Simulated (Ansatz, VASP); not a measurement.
# SnTe: VASP beside Ansatz

Contents of INCAR:

```
PREC = Accurate
ENCUT = 500
EDIFF = 1E-6
ISMEAR = 0
SIGMA = 0.01
LREAL = False
LASPH = True
NELM = 120
ALGO = Normal
ISIF = 2
LWAVE = False
LCHARG = False
GGA = PS
NBANDS = 17
GGA_COMPAT = False
```

File KPOINTS:

```
Automatic mesh
0
Gamma
  5 5 5
```

File POSCAR:

```
SnTe
1.0
    0.0000000000      3.6111460000      3.6111460000
    3.6111460000      0.0000000000      3.6111460000
    3.6111460000      3.6111460000      0.0000000000
Sn Te
1 1
Direct
    0.0000000000      0.0000000000      0.0000000000
    0.7500000000      0.7500000000      0.7500000000
```

Input for Ansatz:

```yaml
crystal:
  lattice:
    - [0.0, 3.611146, 3.611146]
    - [3.611146, 0.0, 3.611146]
    - [3.611146, 3.611146, 0.0]
  atoms:
    - { symbol: Sn, position: [0.0, 0.0, 0.0] }
    - { symbol: Te, position: [0.7499999999999999, 0.7499999999999999, 0.7499999999999999] }
kpoints:
  mp_grid:
    grid: [5, 5, 5]
    shift: [0.0, 0.0, 0.0]
hamiltonian:
  xc: pbesol
  pseudopotentials:
    kind: paw
scf:
  mixing:
    algorithm: broyden
    beta: 0.6
    ndim: 12
  occupations:
    method: fixed
output:
  forces: true
  stress: true
  eigenvalues: true
```

Alike in both runs: task single point; functional PBEsol; k mesh 5 × 5 × 5; no spin polarisation.

```csv
,VASP,Ansatz
version,VASP 6.6.1,Ansatz 0.2.0
potentials or method,"VASP PAW PBE potentials, release 64 (Sn_d, Te)","plane waves, PAW"
plane-wave cutoff (eV),500,420
occupations,"gaussian, width 0.01 eV",fixed
valence electrons in the cell,20,30
```

```tsv
	VASP	Ansatz	Ansatz less VASP
gap on the k mesh at the Fermi level (eV)	0.36	0.37	+0.004
pressure (GPa)	-1.4	-1.4	+0.02
```

VASP's potentials were made for PBE, not for PBEsol. VASP's potentials hold 20 valence electrons a cell and Ansatz's 30, so a difference there can come from the potentials and not from the codes.

Neither program's run includes spin-orbit coupling.
